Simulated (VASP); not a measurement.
Wanted: the native input for a VASP 6.6.1 run.

```
Task                   : single point
Functional             : LDA
Potentials or basis    : VASP PAW LDA potentials, release 64 (Ru_pv, Cu)
Cutoff                 : 520 eV
k mesh                 : 4 × 3 × 4
Occupations            : gaussian, width 0.05 eV
Spin                   : no spin polarisation
Dipole correction      : no
Further INCAR settings : ALGO = Normal; EDIFF = 1e-06; NBANDS = 102
```

The structure of CuRu12 (a cell with a defect) lies in POSCAR:

```
CuRu12
1.0
    5.4000000000      0.0000000000      0.0000000000
   -4.0500000000      7.0148060000      0.0000000000
    0.0000000000      0.0000000000      4.2768000000
Ru Cu
12 1
Direct
   -0.0109856760      0.0284186049      0.0076108305
    0.1588723111      0.2399625877      0.4915034605
    0.0308309649      0.3586763483     -0.0074378040
    0.2072299609      0.5700488367      0.4766234100
    0.0188119489      0.6687025985     -0.0800755238
    0.0134930455      0.8109304805      0.3837764216
    0.5153859130      0.0037503532      0.0875776281
    0.7386437452      0.2715546232      0.4792896558
    0.5046433509      0.3325434802      0.0111941171
    0.6309040400      0.5303453866      0.5339382248
    0.5464504133      0.6849830202      0.0221200430
    0.6527554565      0.9068294975      0.5550439581
    0.3277570790      0.0418417844      0.6526227553
```

These files were run (other wordings do the same):

INCAR

```
PREC     = Accurate       # precision mode
ENCUT    = 520            # plane-wave cutoff, eV
EDIFF    = 1E-6           # SCF threshold, eV
ISMEAR   = 0              # smearing method
SIGMA    = 0.05           # smearing width, eV
LREAL    = False          # projectors in reciprocal space
LASPH    = True           # aspherical terms in the spheres
NELM     = 60             # most SCF steps
ALGO     = Normal         # electronic algorithm
ISIF     = 2              # what is computed and relaxed
LWAVE    = False          # write WAVECAR
LCHARG   = True           # write CHGCAR
LELF     = True           # ELF
LVHAR    = True         
NBANDS   = 102            # bands
```

KPOINTS

```
Automatic mesh
0
Gamma
  4 3 4
```

Potentials or basis: VASP PAW LDA potentials, release 64 (Ru_pv, Cu).

Launch:

```console
$ cat potpaw_LDA.64/Ru_pv/POTCAR potpaw_LDA.64/Cu/POTCAR > POTCAR
$ mpirun -np 1 vasp_std > vasp.out
```

Results of the run:

- Pressure: 31.8 GPa
- Largest force: 0.322 eV/Å
- Band gap on the k mesh: zero (an odd number of electrons rules out a gap without spin polarisation)

Caveat: the k points lie up to 0.37 Å⁻¹ apart, too coarse for converged energies and pressures of a metal.

Run time: 18 min on 1 thread of Intel Xeon 8259CL, with other jobs on the host, peak memory 0.42 GiB.
